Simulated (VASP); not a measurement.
# Co (P6_3/mmc) in VASP: single point with PBE

Aim: the single point of Co with PBE.

Everything below comes from runs of VASP 6.6.1. Logs are shortened: lines on timing, memory, paths and dates and some standing lists are left out, and cuts for length are marked.

## (1) The cell of the first run

Symmetry: P6_3/mmc, No. 194, hexagonal system. Conventional cell: a = 2.494 Å, b = 2.494 Å, c = 4.033 Å, α = 90.00°, β = 90.00°, γ = 120.00°. Co (site symmetry -6m2) has 12 Co at 2.48 to 2.49 Å within 3.3 Å.

## (2) Single point, PBE, collinear spin, ferromagnetic start

Input file INCAR:

```
PREC = Accurate
ENCUT = 520
EDIFF = 1E-7
ISMEAR = 0
SIGMA = 0.1
LREAL = F
LASPH = T
NELM = 150
ALGO = Normal
ISIF = 2
LWAVE = F
LCHARG = F
ISPIN = 2
MAGMOM = 1.79 1.79
LORBIT = 11
LMAXMIX = 4
GGA = PE
NBANDS = 20
```

Input file KPOINTS:

```
Automatic mesh
0
Gamma
  21 21 10
```

Input file POSCAR:

```
Co
1.0
    2.4937170320      0.0000000000      0.0000000000
   -1.2468585160      2.1596222996      0.0000000000
    0.0000000000      0.0000000000      4.0327783876
Co
2
Direct
    0.3333333333      0.6666666667      0.2500000000
    0.6666666667      0.3333333333      0.7500000000
```

Potentials or basis: VASP PAW PBE potentials, release 64 (Co).

Launch:

```
> cat potpaw_PBE.64/Co/POTCAR > POTCAR
> mpirun -np 1 vasp_std > vasp.out
```

OUTCAR:

```text
PREC = Accurate
   ENCUT = 520
   EDIFF = 1E-7
   ISMEAR = 0
   LREAL = F
   LASPH = T
   NELM = 150
   ISIF = 2
   ISPIN = 2
   LORBIT = 11
   GGA = PE

 ion  position               nearest neighbor table
   1  0.333  0.667  0.250-   2 2.48   2 2.48   2 2.48   2 2.48   2 2.48   2 2.48
   2  0.667  0.333  0.750-   1 2.48   1 2.48   1 2.48   1 2.48   1 2.48   1 2.48

  LATTYP: Found a hexagonal cell.
 ALAT       =     2.4937170320
 C/A-ratio  =     1.6171756201

  Lattice vectors:

 A1 = (   2.4937170320,   0.0000000000,   0.0000000000)
 A2 = (  -1.2468585160,   2.1596222996,   0.0000000000)
 A3 = (   0.0000000000,   0.0000000000,   4.0327783876)

Analysis of symmetry for initial positions (statically):
=====================================================================
 Subroutine PRICEL returns:
 Original cell was already a primitive cell.

 Routine SETGRP: Setting up the symmetry group for a
 hexagonal supercell.

 Subroutine GETGRP returns: Found 24 space group operations
 (whereof 12 operations were pure point group operations)
 out of a pool of 24 trial point group operations.

The static configuration has the point symmetry D_3d.
 The point group associated with its full space group is D_6h.

Analysis of symmetry for dynamics (positions and initial velocities):
=====================================================================
 Subroutine PRICEL returns:
 Original cell was already a primitive cell.

 Routine SETGRP: Setting up the symmetry group for a
 hexagonal supercell.

 Subroutine GETGRP returns: Found 24 space group operations
 (whereof 12 operations were pure point group operations)
 out of a pool of 24 trial point group operations.

The dynamic configuration has the point symmetry D_3d.
 The point group associated with its full space group is D_6h.

Analysis of structural, dynamic, and magnetic symmetry:
=====================================================================
 Subroutine PRICEL returns:
 Original cell was already a primitive cell.

 Routine SETGRP: Setting up the symmetry group for a
 hexagonal supercell.

 Subroutine GETGRP returns: Found 24 space group operations
 (whereof 12 operations were pure point group operations)
 out of a pool of 24 trial point group operations.

The overall configuration has the point symmetry D_3d.
 The point group associated with its full space group is D_6h.

 Subroutine INISYM returns: Found 24 space group operations
 (whereof 12 operations are pure point group operations),
 and found     1 'primitive' translations

----------------------------------------------------------------------------------------

                                     Primitive cell

  volume of cell :      21.7185

  direct lattice vectors                    reciprocal lattice vectors
     2.493717032  0.000000000  0.000000000     0.401007808  0.231521966  0.000000000
    -1.246858516  2.159622300  0.000000000     0.000000000  0.463043931  0.000000000
     0.000000000  0.000000000  4.032778388     0.000000000  0.000000000  0.247968002

  length of vectors
     2.493717032  2.493717032  4.032778388     0.463043931  0.463043931  0.247968002

  position of ions in fractional coordinates (direct lattice)
     0.333333333  0.666666667  0.250000000
     0.666666667  0.333333333  0.750000000

  ion indices of the primitive-cell ions
   primitive index   ion index
                 1           1
                 2           2

----------------------------------------------------------------------------------------

 KPOINTS: Automatic mesh

Automatic generation of k-mesh.
 Grid dimensions read from file:
 generate k-points for:   21   21   10

 Generating k-lattice:

  Cartesian coordinates                     Fractional coordinates (reciprocal lattice)
     0.019095610  0.011024856  0.000000000     0.047619048  0.000000000  0.000000000
     0.000000000  0.022049711  0.000000000     0.000000000  0.047619048  0.000000000
     0.000000000  0.000000000  0.024796800     0.000000000  0.000000000  0.100000000

  Length of vectors
     0.022049711  0.022049711  0.024796800

  Shift w.r.t. Gamma in fractional coordinates (k-lattice)
     0.000000000  0.000000000  0.000000000

 Subroutine IBZKPT returns following result:
 ===========================================

 Found    288 irreducible k-points:

 Following reciprocal coordinates:
            Coordinates               Weight
  0.000000  0.000000  0.000000      1.000000
  0.047619  0.000000  0.000000      6.000000
  0.095238  0.000000  0.000000      6.000000
  0.142857 -0.000000  0.000000      6.000000
  0.190476  0.000000  0.000000      6.000000
  0.238095 -0.000000  0.000000      6.000000
[... 16 lines left out ...]
  0.142857  0.095238  0.000000     12.000000
  0.190476  0.095238  0.000000     12.000000
 [... further k-points ...]
   k-points           NKPTS =    288   k-points in BZ     NKDIM =    288   number of bands    NBANDS=     20
   number of dos      NEDOS =    301   number of ions     NIONS =      2
   total plane-waves  NPLWV =  12000
   dimension x,y,z NGX =    20 NGY =   20 NGZ =   30
   dimension x,y,z NGXF=    40 NGYF=   40 NGZF=   60
   ions per type =               2
   NGX,Y,Z   is equivalent  to a cutoff of  13.33, 13.33, 12.37 a.u.
   NGXF,Y,Z  is equivalent  to a cutoff of  26.67, 26.67, 24.73 a.u.
 SYSTEM =  unknown system
   PREC   = accura    normal or accurate (medium, high low for compatibility)
   ISTART =      0    job   : 0-new  1-cont  2-samecut
   ICHARG =      2    charge: 1-file 2-atom 10-const
   ISPIN  =      2    spin polarized calculation?
   LNONCOLLINEAR =      F non collinear calculations
   LSORBIT =      F    spin-orbit coupling
   LASPH  =      T    aspherical Exc in radial PAW
   ENCUT  =  520.0 eV  38.22 Ry    6.18 a.u.   4.64  4.64  7.50*2*pi/ulx,y,z
   NELM   =    150;   NELMIN=  2; NELMDL= -5     # of ELM steps
   EDIFF  = 0.1E-06   stopping-criterion for ELM
   LREAL  =      F    real-space projection
   EDIFFG = 0.1E-05   stopping-criterion for IOM
   NSW    =      0    number of steps for IOM
   IBRION =     -1    ionic relax: 0-MD 1-quasi-New 2-CG
   NFREE  =      0    steps in history (QN), initial steepest desc. (CG)
   ISIF   =      2    stress and relaxation
   ISYM   =      2    0-nonsym 1-usesym 2-fastsym
   POTIM  = 0.5000    time-step for ionic-motion
   TEBEG  =    0.0;   TEEND  =   0.0 temperature during run
   PSTRESS=    0.0 pullay stress
   NELECT =      18.0000    total number of electrons
   NUPDOWN=      -1.0000    fix difference up-down
   EMIN   =  10.00;   EMAX   =-10.00  energy-range for DOS
   EFERMI =   0.00;   METHOD = LEGACY
   ISMEAR =     0;   SIGMA  =   0.10  broadening in eV -4-tet -1-fermi 0-gaus
   EFERMI_NEDOS =   21; number of points for ismear=-14 and -15
   IALGO  =     38    algorithm
   IMIX   =      4    mixing-type and parameters
     AMIX     =   0.40;   BMIX     =  1.00
     AMIX_MAG =   1.60;   BMIX_MAG =  1.00
  volume/ion in A,a.u.               =      10.86        73.28
  Fermi-wavevector in a.u.,A,eV,Ry     =   1.537762  2.905949 32.173874  2.364713
  Thomas-Fermi vector in A             =   2.644226
   LORBIT       =     11    0 simple, 1 ext, 2 COOP (PROOUT), +10 PAW based schemes
   GGA     = PE    functional components
   LHFCALC =     F    Hartree Fock is set to
   AEXX    =    0.0000 exact exchange contribution
   IVDW    =     0    specifies the selected vdW correction
   LEPSILON=     F    determine dielectric tensor
   LRPA    =     F    only Hartree local field effects (RPA)
 spin polarized calculation
 Gauss-broadening in eV      SIGMA  =   0.10
  energy-cutoff  :      520.00
  volume of cell :       21.72
 maximum number of plane-waves:       606
 NGX is ok and might be reduce to    20
   NGX =  9   NGY =  9   NGZ = 15

 number of electron      17.9999997 magnetization       3.2062482

 Free energy of the ion-electron system (eV)
  ---------------------------------------------------
  ext. energy  EPLUGINS =         0.00000000
  ---------------------------------------------------
  free energy    TOTEN  =       -14.07429001 eV

  energy without entropy =      -14.06504282  energy(sigma->0) =      -14.06966642

 E-fermi :  10.2347     XC(G=0): -13.3989

 val. band max:       10.2313597055   @ k =   0.2381   0.0952   0.4000
 cond. band min:      10.2367431581   @ k =   0.2381   0.1905   0.0000
 fundamental gap:      0.0053834526
 Fermi energy:        10.2346620664

 spin component 1

 k-point     1 :       0.0000    0.0000    0.0000
  band No.  band energies     occupation
      1       1.3434      1.00000
      2       5.1205      1.00000
      3       7.6337      1.00000
      4       7.6548      1.00000
      5       7.6548      1.00000
      6       7.9655      1.00000
[... 12 lines left out ...]
     19      36.1185      0.00000
     20      36.1185      0.00000

 k-point     2 :       0.0476    0.0000    0.0000
  band No.  band energies     occupation
      1       1.4231      1.00000
      2       5.1690      1.00000
      3       7.5237      1.00000
      4       7.6920      1.00000
      5       7.7545      1.00000
      6       7.9469      1.00000
[... 12 lines left out ...]
     19      37.2381      0.00000
     20      37.6902      0.00000

 k-point     3 :       0.0952    0.0000    0.0000
  band No.  band energies     occupation
      1       1.6599      1.00000
      2       5.3073      1.00000
      3       7.3833      1.00000
      4       7.8015      1.00000
      5       7.8445      1.00000
      6       7.9217      1.00000
[... 12 lines left out ...]
     19      37.0755      0.00000
     20      38.8885      0.00000

 k-point     4 :       0.1429   -0.0000    0.0000
  band No.  band energies     occupation
      1       2.0453      1.00000
      2       5.5107      1.00000
      3       7.2271      1.00000
      4       7.6856      1.00000
      5       7.7903      1.00000
      6       7.9770      1.00000
[... 429 lines left out ...]
 k-point    23 :       0.1429    0.0952    0.0000
  band No.  band energies     occupation
      1       2.7817      1.00000
      2       5.8389      1.00000
      3       6.9676      1.00000
      4       7.1161      1.00000
      5       7.7173      1.00000
      6       7.8347      1.00000
[... 12 lines left out ...]
     19      35.3264      0.00000
     20      37.4428      0.00000

 k-point    24 :       0.1905    0.0952    0.0000
  band No.  band energies     occupation
      1       3.3942      1.00000
      2       6.0032      1.00000
      3       6.7594      1.00000
      4       6.8480      1.00000
      5       7.6801      1.00000
      6       7.7147      1.00000
[... 12 lines left out ...]
     19      35.2561      0.00000
     20      36.2884      0.00000

 [... further k-points ...]

 spin component 2

 k-point     1 :       0.0000    0.0000    0.0000
  band No.  band energies     occupation
      1       1.3328      1.00000
      2       6.0578      1.00000
      3       9.2596      1.00000
      4       9.2854      1.00000
      5       9.2854      1.00000
      6       9.6498      1.00000
[... 12 lines left out ...]
     19      36.4035      0.00000
     20      36.4035      0.00000

 k-point     2 :       0.0476    0.0000    0.0000
  band No.  band energies     occupation
      1       1.4128      1.00000
      2       6.1130      1.00000
      3       9.1299      1.00000
      4       9.3263      1.00000
      5       9.3987      1.00000
      6       9.6254      1.00000
[... 12 lines left out ...]
     19      37.5349      0.00000
     20      37.9171      0.00000

 k-point     3 :       0.0952    0.0000    0.0000
  band No.  band energies     occupation
      1       1.6506      1.00000
      2       6.2714      1.00000
      3       8.9584      1.00000
      4       9.2857      1.00000
      5       9.4470      1.00000
      6       9.4985      1.00000
[... 12 lines left out ...]
     19      36.9437      0.00000
     20      39.1688      0.00000

 k-point     4 :       0.1429   -0.0000    0.0000
  band No.  band energies     occupation
      1       2.0394      1.00000
      2       6.5102      1.00000
      3       8.7594      1.00000
      4       8.7850      1.00000
      5       9.4228      1.00000
      6       9.6410      1.00000
[... 429 lines left out ...]
 k-point    23 :       0.1429    0.0952    0.0000
  band No.  band energies     occupation
      1       2.7884      1.00000
      2       6.9074      1.00000
      3       8.2167      1.00000
      4       8.4327      1.00000
      5       9.3077      1.00000
      6       9.5049      1.00000
[... 12 lines left out ...]
     19      35.4419      0.00000
     20      37.8991      0.00000

 k-point    24 :       0.1905    0.0952    0.0000
  band No.  band energies     occupation
      1       3.4241      1.00000
      2       7.1395      1.00000
      3       7.8885      1.00000
      4       8.2437      1.00000
      5       9.2393      1.00000
      6       9.3571      1.00000
[... 12 lines left out ...]
     19      35.4638      0.00000
     20      36.7094      0.00000

 [... further k-points ...]
[... 5 lines left out ...]
  --------------------------------------------------------------------------------------
  -------------------------------------------------------------------------------------
  Total       -0.0965867     -0.0965867     -0.1143546     -0.0000000      0.0000000      0.0000000
  in kB       -7.1252231     -7.1252231     -8.4359686     -0.0000000      0.0000000      0.0000000
  external PRESSURE =      -7.5621383 kB  Pullay stress =       0.0000000 kB

 VOLUME and BASIS-vectors are now :
 -----------------------------------------------------------------------------
  energy-cutoff  :      520.00
  volume of cell :       21.72
      direct lattice vectors                 reciprocal lattice vectors
     2.493717032  0.000000000  0.000000000     0.401007808  0.231521966  0.000000000
    -1.246858516  2.159622300  0.000000000     0.000000000  0.463043931  0.000000000
     0.000000000  0.000000000  4.032778388     0.000000000  0.000000000  0.247968002

 POSITION                                       TOTAL-FORCE (eV/Angst)
 -----------------------------------------------------------------------------------
     -0.00000      1.43975      1.00819         0.000000      0.000000      0.000000
      1.24686      0.71987      3.02458        -0.000000      0.000000      0.000000
 -----------------------------------------------------------------------------------
    total drift:                               -0.000000      0.000000     -0.000000

  FREE ENERGIE OF THE ION-ELECTRON SYSTEM (eV)
  ---------------------------------------------------
  free  energy   TOTEN  =       -14.0742900119 eV

  energy  without entropy=      -14.0650428219  energy(sigma->0) =      -14.06966642

 total charge

# of ion       s       p       d       tot
------------------------------------------
    1        0.488   0.521   7.262   8.271
    2        0.488   0.521   7.262   8.271
--------------------------------------------------
tot          0.976   1.042  14.524  16.542

 magnetization (x)

# of ion       s       p       d       tot
------------------------------------------
    1       -0.015  -0.055   1.694   1.624
    2       -0.015  -0.055   1.694   1.624
--------------------------------------------------
tot         -0.030  -0.110   3.388   3.248
```

Wall time 5.2 min (1 thread of Oxide Virtual Turin-like, shared host); peak memory 0.24 GiB.

What came out:

```
Free energy                                           : -14.0743 eV
Pressure                                              : -0.8 GPa
Net moment                                            : 3.21 μB per cell
Site moments                                          : Co +1.62 μB
Valence electrons inside the program's atomic spheres : Co 8.27
```

Levels at points of the mesh, in eV from the Fermi level:
Spin up:
```csv
k point,band 8,band 9,band 10,band 11,band 12,band 13,band 14,band 15
"(0.00, 0.00, 0.00)",-1.93,-1.93,-0.83,-0.83,-0.06,6.35,21.98,24.53
"(0.00, 0.00, 0.50)",-2.65,-1.14,-1.14,-1.14,-1.14,15.02,15.02,22.71
```
Spin down:
```tsv
k point	band 3	band 4	band 5	band 6	band 7	band 8	band 9	band 10	band 11	band 12
(0.00, 0.00, 0.00)	-0.98	-0.95	-0.95	-0.58	-0.58	-0.16	-0.16	-0.13	1.05	1.05
(0.00, 0.00, 0.50)	-1.52	-1.52	-1.01	-1.01	-1.01	-1.01	0.71	0.71	0.71	0.71
```
